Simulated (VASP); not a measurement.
# ZnO (P6_3/mmc) in VASP: settings compared, part 2 of 2

VASP 6.6.1.

## Step 3: Single point, PBE+TS

File INCAR:

```
SYSTEM = ZnO
  PREC = Accurate
  ENCUT = 520
  EDIFF = 1E-7
  ISMEAR = 0
  SIGMA = 0.02
  LREAL = .False.
  LASPH = .True.
  ALGO = Normal
  NELM = 100
  ISIF = 2
  LWAVE = .False.
  LCHARG = .False.
  IVDW = 2
  LVDWSCS = .True.
```

File KPOINTS:

```
k-points
0
Gamma
  7 7 3
```

File POSCAR:

```
ZnO
1.0
    3.2879671587      0.0000000000      0.0000000000
   -1.6439835793      2.8474630862      0.0000000000
    0.0000000000      0.0000000000      7.1304413500
Zn O
2 2
Direct
    0.0000000000      0.0000000000      0.2500000000
    0.0000000000      0.0000000000      0.7500000000
    0.6666666667      0.3333333333      0.7500000000
    0.3333333333      0.6666666667      0.2500000000
```

Potentials or basis: VASP PAW PBE potentials, release 64 (Zn, O).

Started as:

```console
cat potpaw_PBE.64/Zn/POTCAR potpaw_PBE.64/O/POTCAR > POTCAR
mpirun -np 1 vasp_std > vasp.out
```

OUTCAR:

```text
SYSTEM = ZnO
   PREC = Accurate
   ENCUT = 520
   EDIFF = 1E-7
   ISMEAR = 0
   LREAL = .False.
   LASPH = .True.
   NELM = 100
   ISIF = 2
   IVDW = 2
  IVDW =   2

 Found     16 irreducible k-points:

 Following reciprocal coordinates:
            Coordinates               Weight
  0.000000  0.000000  0.000000      1.000000
  0.142857 -0.000000  0.000000      6.000000
  0.285714 -0.000000  0.000000      6.000000
  0.428571 -0.000000  0.000000      6.000000
  0.142857  0.142857  0.000000      6.000000
  0.285714  0.142857  0.000000     12.000000
   k-points           NKPTS =     16   k-points in BZ     NKDIM =     16   number of bands    NBANDS=     22
   number of dos      NEDOS =    301   number of ions     NIONS =      4
   total plane-waves  NPLWV =  31104
   dimension x,y,z NGX =    24 NGY =   24 NGZ =   54
   dimension x,y,z NGXF=    48 NGYF=   48 NGZF=  108
   ions per type =               2   2
   NGX,Y,Z   is equivalent  to a cutoff of  12.13, 12.13, 12.59 a.u.
   NGXF,Y,Z  is equivalent  to a cutoff of  24.27, 24.27, 25.18 a.u.
 SYSTEM =  ZnO
   PREC   = accura    normal or accurate (medium, high low for compatibility)
   ISTART =      0    job   : 0-new  1-cont  2-samecut
   ICHARG =      2    charge: 1-file 2-atom 10-const
   ISPIN  =      1    spin polarized calculation?
   LNONCOLLINEAR =      F non collinear calculations
   LSORBIT =      F    spin-orbit coupling
   LASPH  =      T    aspherical Exc in radial PAW
   ENCUT  =  520.0 eV  38.22 Ry    6.18 a.u.   6.11  6.11 13.26*2*pi/ulx,y,z
   NELM   =    100;   NELMIN=  2; NELMDL= -5     # of ELM steps
   EDIFF  = 0.1E-06   stopping-criterion for ELM
   LREAL  =      F    real-space projection
   EDIFFG = 0.1E-05   stopping-criterion for IOM
   NSW    =      0    number of steps for IOM
   IBRION =     -1    ionic relax: 0-MD 1-quasi-New 2-CG
   NFREE  =      0    steps in history (QN), initial steepest desc. (CG)
   ISIF   =      2    stress and relaxation
   ISYM   =      2    0-nonsym 1-usesym 2-fastsym
   POTIM  = 0.5000    time-step for ionic-motion
   TEBEG  =    0.0;   TEEND  =   0.0 temperature during run

   SCALEE = 1.0000    scale energy and forces
   PSTRESS=    0.0 pullay stress
   NELECT =      36.0000    total number of electrons
   NUPDOWN=      -1.0000    fix difference up-down
   EMIN   =  10.00;   EMAX   =-10.00  energy-range for DOS
   EFERMI =   0.00;   METHOD = LEGACY
   ISMEAR =     0;   SIGMA  =   0.02  broadening in eV -4-tet -1-fermi 0-gaus
   EFERMI_NEDOS =   21; number of points for ismear=-14 and -15
   IALGO  =     38    algorithm
   IMIX   =      4    mixing-type and parameters
     AMIX     =   0.40;   BMIX     =  1.00
     AMIX_MAG =   1.60;   BMIX_MAG =  1.00
  volume/ion in A,a.u.               =      16.69       112.63
  Fermi-wavevector in a.u.,A,eV,Ry     =   1.332524  2.518105 24.158775  1.775620
  Thomas-Fermi vector in A             =   2.461452
   LORBIT       =      0    0 simple, 1 ext, 2 COOP (PROOUT), +10 PAW based schemes
   GGA     = PE    functional components
   LHFCALC =     F    Hartree Fock is set to
   AEXX    =    0.0000 exact exchange contribution
   IVDW    =     2    specifies the selected vdW correction
   LEPSILON=     F    determine dielectric tensor
   LRPA    =     F    only Hartree local field effects (RPA)

   CSHIFT  =0.1000    complex shift for real part using Kramers Kronig

   OMEGAMAX=  -1.0    maximum frequency
 non-spin polarized calculation
 Gauss-broadening in eV      SIGMA  =   0.02
  energy-cutoff  :      520.00
  volume of cell :       66.76
 maximum number of plane-waves:      1812
   NGX = 13   NGY = 13   NGZ = 27

 number of electron      36.0000026 magnetization

 Free energy of the ion-electron system (eV)
  ---------------------------------------------------
  ext. energy  EPLUGINS =         0.00000000
  ---------------------------------------------------
  free energy    TOTEN  =       -16.96555052 eV

  energy without entropy =      -16.96555052  energy(sigma->0) =      -16.96555052

 E-fermi :  -0.6659     XC(G=0):  -8.9268

 val. band max:       -0.7596125208   @ k =   0.0000   0.0000   0.0000
 cond. band min:       0.0634568678   @ k =   0.0000   0.0000   0.0000
 fundamental gap:      0.8230693885
 Fermi energy:        -0.6659020621

 k-point     1 :       0.0000    0.0000    0.0000
  band No.  band energies     occupation
      1     -18.2224      2.00000
      2     -18.1419      2.00000
      3      -6.8673      2.00000
      4      -6.8672      2.00000
      5      -6.8527      2.00000
      6      -6.8527      2.00000
[... 14 lines left out ...]
     21       4.4088      0.00000
     22      10.1747      0.00000

 k-point     2 :       0.1429   -0.0000    0.0000
  band No.  band energies     occupation
      1     -18.1319      2.00000
      2     -18.0591      2.00000
      3      -6.8975      2.00000
      4      -6.8873      2.00000
      5      -6.7346      2.00000
      6      -6.7198      2.00000
[... 14 lines left out ...]
     21       4.3617      0.00000
     22       9.9627      0.00000

 k-point     3 :       0.2857   -0.0000    0.0000
  band No.  band energies     occupation
      1     -17.9213      2.00000
      2     -17.8692      2.00000
      3      -6.8720      2.00000
      4      -6.8694      2.00000
      5      -6.3866      2.00000
      6      -6.3728      2.00000
[... 14 lines left out ...]
     21       5.1402      0.00000
     22       8.4292      0.00000

 k-point     4 :       0.4286   -0.0000    0.0000
  band No.  band energies     occupation
      1     -17.7415      2.00000
      2     -17.7163      2.00000
      3      -6.6951      2.00000
      4      -6.6874      2.00000
      5      -6.0948      2.00000
      6      -6.0258      2.00000
[... 14 lines left out ...]
     21       5.7722      0.00000
     22       7.6789      0.00000

 k-point     5 :       0.1429    0.1429    0.0000
  band No.  band energies     occupation
      1     -17.9812      2.00000
      2     -17.9225      2.00000
      3      -6.8917      2.00000
      4      -6.8915      2.00000
      5      -6.4849      2.00000
      6      -6.4730      2.00000
[... 14 lines left out ...]
     21       4.8042      0.00000
     22       9.0347      0.00000

 k-point     6 :       0.2857    0.1429    0.0000
  band No.  band energies     occupation
      1     -17.7850      2.00000
      2     -17.7504      2.00000
      3      -6.7434      2.00000
      4      -6.7396      2.00000
      5      -6.0801      2.00000
      6      -6.0715      2.00000
[... 14 lines left out ...]
     21       6.3565      0.00000
     22       7.7687      0.00000

 [... further k-points ...]

------------------------ aborting loop because EDIFF is reached ----------------------------------------

  Hirshfeld charges:
            ion         q(e)
   ------------------------------
      1     Zn       0.37625093
      2     Zn       0.37625093
      3     O       -0.37625093
      4     O       -0.37625093

  Tkatchenko/Scheffler method for vdW energy calculation

  Number of pair interactions contributing to vdW energy:   78388

  Edisp (eV):   -0.44709

  FORCE on cell =-STRESS in cart. coord.  units (eV):
  Direction    XX          YY          ZZ          XY          YZ          ZX
  --------------------------------------------------------------------------------------
  -------------------------------------------------------------------------------------
  Total      -0.31698    -0.31698    -0.49065    -0.00000    -0.00000     0.00000
  in kB      -7.60759    -7.60759   -11.77543    -0.00000    -0.00000     0.00000
  external pressure =       -9.00 kB  Pullay stress =        0.00 kB

 VOLUME and BASIS-vectors are now :
 -----------------------------------------------------------------------------
  energy-cutoff  :      520.00
  volume of cell :       66.76
      direct lattice vectors                 reciprocal lattice vectors
     3.287967159  0.000000000  0.000000000     0.304139291  0.175594901  0.000000000
    -1.643983579  2.847463086  0.000000000     0.000000000  0.351189803  0.000000000
     0.000000000  0.000000000  7.130441350     0.000000000  0.000000000  0.140243773

 POSITION                                       TOTAL-FORCE (eV/Angst)
 -----------------------------------------------------------------------------------
      0.00000      0.00000      1.78261        -0.000000     -0.000000     -0.000000
      0.00000      0.00000      5.34783         0.000000      0.000000      0.000000
      1.64398      0.94915      5.34783         0.000000     -0.000000     -0.000000
     -0.00000      1.89831      1.78261        -0.000000      0.000000     -0.000000
 -----------------------------------------------------------------------------------
    total drift:                               -0.000000      0.000000      0.000000

  FREE ENERGIE OF THE ION-ELECTRON SYSTEM (eV)
  ---------------------------------------------------
  free  energy   TOTEN  =       -17.4126405031 eV

  energy  without entropy=      -17.4126405031  energy(sigma->0) =      -17.41264050
```

OSZICAR:

```text
N       E                     dE             d eps       ncg     rms          rms(c)
DAV:   1     0.295651711457E+03    0.29565E+03   -0.18782E+04   704   0.213E+03
DAV:   2     0.150641343344E+02   -0.28059E+03   -0.26825E+03   794   0.424E+02
DAV:   3    -0.202516389103E+02   -0.35316E+02   -0.35069E+02   764   0.158E+02
DAV:   4    -0.210466655396E+02   -0.79503E+00   -0.79373E+00   836   0.257E+01
DAV:   5    -0.210537113807E+02   -0.70458E-02   -0.70453E-02   794   0.223E+00    0.158E+01
DAV:   6    -0.168401533178E+02    0.42136E+01   -0.16153E+01  1276   0.858E+01    0.916E+00
DAV:   7    -0.170213283668E+02   -0.18118E+00   -0.32716E+00   726   0.202E+01    0.551E+00
DAV:   8    -0.170555016518E+02   -0.34173E-01   -0.12823E+00   914   0.938E+00    0.226E+00
DAV:   9    -0.169615504494E+02    0.93951E-01   -0.30688E-01  1090   0.821E+00    0.451E-01
DAV:  10    -0.169650987181E+02   -0.35483E-02   -0.65483E-02   752   0.208E+00    0.141E-01
DAV:  11    -0.169656318499E+02   -0.53313E-03   -0.14523E-03   900   0.864E-01    0.102E-01
DAV:  12    -0.169655333230E+02    0.98527E-04   -0.73285E-04  1118   0.619E-01    0.215E-02
DAV:  13    -0.169655509845E+02   -0.17662E-04   -0.11120E-04   752   0.932E-02    0.238E-02
DAV:  14    -0.169655533583E+02   -0.23737E-05   -0.11268E-05   806   0.619E-02    0.137E-02
DAV:  15    -0.169655507163E+02    0.26419E-05   -0.12771E-05   966   0.333E-02    0.167E-03
DAV:  16    -0.169655506556E+02    0.60676E-07   -0.13600E-06   752   0.131E-02    0.118E-03
DAV:  17    -0.169655505219E+02    0.13375E-06   -0.79095E-08   496   0.297E-03    0.413E-04
DAV:  18    -0.169655505180E+02    0.38399E-08   -0.13735E-08   406   0.110E-03
   1 F= -.17412641E+02 E0= -.17412641E+02  d E =-.866568E-13
```

stdout:

```text
POSCAR found type information on POSCAR ZnO
 POSCAR found :  2 types and       4 ions
 scaLAPACK will be used
 LDA part: xc-table for (Slater+PW92), standard interpolation
 POSCAR, INCAR and KPOINTS ok, starting setup
 FFT: planning ... GRIDC
 FFT: planning ... GRID_SOFT
 FFT: planning ... GRID
 WAVECAR not read
 entering main loop
 augmentation electrons   36.0454137394669
 total        electrons   36.0454137394669
 augmentation electrons   125.852393414531
 total        electrons   125.852393414531
 augmentation electrons   17.4580209983859
 soft         electrons   18.5873953231158
 total        electrons   36.0454163215017
 translations:           2           2           1
```

It took 75 s on 1 thread of Intel Xeon Platinum 8375C at 2.90GHz (Ice Lake), shared host; peak memory 0.18 GiB.

Results:

```
Free energy                : -17.4126 eV
Pressure                   : -0.9 GPa
Band gap on the k mesh     : 0.82 eV
Hirshfeld charges          : Zn +0.38; O -0.38 e
Dispersion energy per atom : -0.112 eV
```

## Step 4: Single point, LDA (15.69 Å³/atom)

This run uses another cell than the first one, of 15.69 Å³/atom.

File INCAR:

```
  ALGO = Normal
  EDIFF = 1E-6
  ENCUT = 520
  ISIF = 2
  ISMEAR = -1
  LASPH = True
  LCHARG = False
  LREAL = False
  LWAVE = False
  NBANDS = 26
  NELM = 60
  PREC = Accurate
  SIGMA = 0.05
```

File KPOINTS:

```
k-points
0
Gamma
  9 9 4
```

File POSCAR:

```
ZnO
1.0
    3.2208469546      0.0000000000      0.0000000000
   -1.6104234772      2.7893352843      0.0000000000
    0.0000000000      0.0000000000      6.9848812955
Zn O
2 2
Direct
    0.0000000000      0.0000000000      0.2500000000
    0.0000000000      0.0000000000      0.7500000000
    0.6666666667      0.3333333333      0.7500000000
    0.3333333333      0.6666666667      0.2500000000
```

Potentials or basis: VASP PAW LDA potentials, release 64 (Zn, O).

Started as:

```console
cat potpaw_LDA.64/Zn/POTCAR potpaw_LDA.64/O/POTCAR > POTCAR
mpirun -np 1 vasp_std > vasp.out
```

OUTCAR:

```text
EDIFF = 1E-6
   ENCUT = 520
   ISIF = 2
   ISMEAR = -1
   LASPH = True
   LREAL = False
   NELM = 60
   PREC = Accurate

 ion  position               nearest neighbor table
   1  0.000  0.000  0.250-   4 1.86   4 1.86   4 1.86
   2  0.000  0.000  0.750-   3 1.86   3 1.86   3 1.86
   3  0.667  0.333  0.750-   2 1.86   2 1.86   2 1.86
   4  0.333  0.667  0.250-   1 1.86   1 1.86   1 1.86

  LATTYP: Found a hexagonal cell.
 ALAT       =     3.2208469546
 C/A-ratio  =     2.1686473757

  Lattice vectors:

 A1 = (   3.2208469546,   0.0000000000,   0.0000000000)
 A2 = (  -1.6104234772,   2.7893352843,   0.0000000000)
 A3 = (   0.0000000000,   0.0000000000,   6.9848812955)

Analysis of symmetry for initial positions (statically):
=====================================================================
 Subroutine PRICEL returns:
 Original cell was already a primitive cell.

 Routine SETGRP: Setting up the symmetry group for a
 hexagonal supercell.

 Subroutine GETGRP returns: Found 24 space group operations
[... 164 lines left out ...]
  ---------------------------------------------------
  ext. energy  EPLUGINS =         0.00000000
  ---------------------------------------------------
  free energy    TOTEN  =       -19.87811599 eV

  energy without entropy =      -19.87810552  energy(sigma->0) =      -19.87811076

 E-fermi :  -0.2082     XC(G=0):  -9.8044

 val. band max:       -0.6554709625   @ k =   0.0000   0.0000   0.0000
 cond. band min:       0.1038649306   @ k =   0.0000   0.0000   0.0000
 fundamental gap:      0.7593358931
 Fermi energy:        -0.2081802139

 k-point     1 :       0.0000    0.0000    0.0000
  band No.  band energies     occupation
      1     -18.2845      2.00000
      2     -18.1806      2.00000
      3      -7.1990      2.00000
      4      -7.1990      2.00000
      5      -7.1819      2.00000
      6      -7.1819      2.00000
[... 685 lines left out ...]
     25       9.0154      0.00000
     26       9.8311      0.00000

 [... further k-points ...]
[... 5 lines left out ...]
  --------------------------------------------------------------------------------------
  -------------------------------------------------------------------------------------
  Total       -0.7072559     -0.7072559     -0.7476721     -0.0000000      0.0000000      0.0000000
  in kB      -18.0574882    -18.0574882    -19.0893834     -0.0000000      0.0000000      0.0000000
  external PRESSURE =     -18.4014533 kB  Pullay stress =       0.0000000 kB

 VOLUME and BASIS-vectors are now :
 -----------------------------------------------------------------------------
  energy-cutoff  :      520.00
  volume of cell :       62.75
      direct lattice vectors                 reciprocal lattice vectors
     3.220846955  0.000000000  0.000000000     0.310477342  0.179254177  0.000000000
    -1.610423477  2.789335284  0.000000000     0.000000000  0.358508353  0.000000000
     0.000000000  0.000000000  6.984881296     0.000000000  0.000000000  0.143166356

 POSITION                                       TOTAL-FORCE (eV/Angst)
 -----------------------------------------------------------------------------------
      0.00000      0.00000      1.74622         0.000000      0.000000     -0.000000
      0.00000      0.00000      5.23866         0.000000     -0.000000     -0.000000
      1.61042      0.92978      5.23866        -0.000000      0.000000     -0.000000
     -0.00000      1.85956      1.74622         0.000000      0.000000      0.000000
 -----------------------------------------------------------------------------------
    total drift:                               -0.000000      0.000000      0.000000

  FREE ENERGIE OF THE ION-ELECTRON SYSTEM (eV)
  ---------------------------------------------------
  free  energy   TOTEN  =       -19.8781159943 eV

  energy  without entropy=      -19.8781055165  energy(sigma->0) =      -19.87811076
```

stdout:

```text
POSCAR found type information on POSCAR ZnO
 POSCAR found :  2 types and       4 ions
 scaLAPACK will be used
 LDA part: xc-table for (Slater(with rela. corr.)+CA(PZ))
 , standard interpolation
 POSCAR, INCAR and KPOINTS ok, starting setup
 FFT: planning ... GRIDC
 FFT: planning ... GRID_SOFT
 FFT: planning ... GRID
 WAVECAR not read
 entering main loop
```

Run time: 70 s. Hardware: 1 thread of Intel Xeon 8259CL, shared host; peak memory 0.18 GiB.

Results:

```yaml
Free_energy: -19.8781 eV
Pressure: -1.8 GPa
Band_gap_on_the_k_mesh: 0.76 eV
```

Stress tensor (GPa, compression positive):
```
-1.81  0.00  0.00
 0.00 -1.81  0.00
 0.00  0.00 -1.91
```

Levels at points of the mesh, in eV from the valence-band top:
```
           k point  band 14  band 15  band 16  band 17  band 18  band 19  band 20  band 21  band 22  band 23
(0.00, 0.00, 0.00)    -2.04    -0.01    -0.01     0.00     0.00     0.76     3.54     5.04    11.10    11.12
(0.00, 0.00, 0.50)    -2.93    -0.01    -0.01    -0.01    -0.01     1.95     1.95     7.27     7.27    13.33
```

Caveat: an odd mesh through Γ misses points on the zone boundary, where band edges can lie.
